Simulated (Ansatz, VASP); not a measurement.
Ni: VASP beside Ansatz

```
CELL_PARAMETERS angstrom
2.27759 0.00000 0.00000
0.00000 2.27759 0.00000
0.00000 0.00000 2.27759
ATOMIC_POSITIONS crystal
Ni 0.00000 0.00000 0.00000
```

Alike in both runs: task relaxation of cell and atoms; functional PBE; k mesh 14 × 14 × 14; occupations fermi-dirac, width 0.05 eV; collinear spin.

```csv
,VASP,Ansatz
version,VASP 6.6.1,Ansatz 0.2.0
potentials or method,"VASP PAW PBE potentials, release 64 (Ni), cutoff 600 eV","plane waves (420 eV) with PAW, scalar-relativistic"
valence electrons in the cell,10,18
```

VASP gave:

```
net moment per atom (μB)                                        : 0.50
size of the moment on the site where the two differ most (μB)   : 0.51
relaxed volume (Å³/atom)                                        : 12.60
relaxed length of the cell vector where the two differ most in proportion (Å) : 2.327
```

Question: What did Ansatz give for the same quantities?

Answer: net moment per atom (μB): 0.52; size of the moment on the site where the two differ most (μB): 0.54; relaxed volume (Å³/atom): 12.62; relaxed length of the cell vector where the two differ most in proportion (Å): 2.328.

Site moments also hang on the region over which each program counts them. VASP's potentials hold 10 valence electrons a cell and Ansatz's 18, so a difference there can come from the potentials and not from the codes.
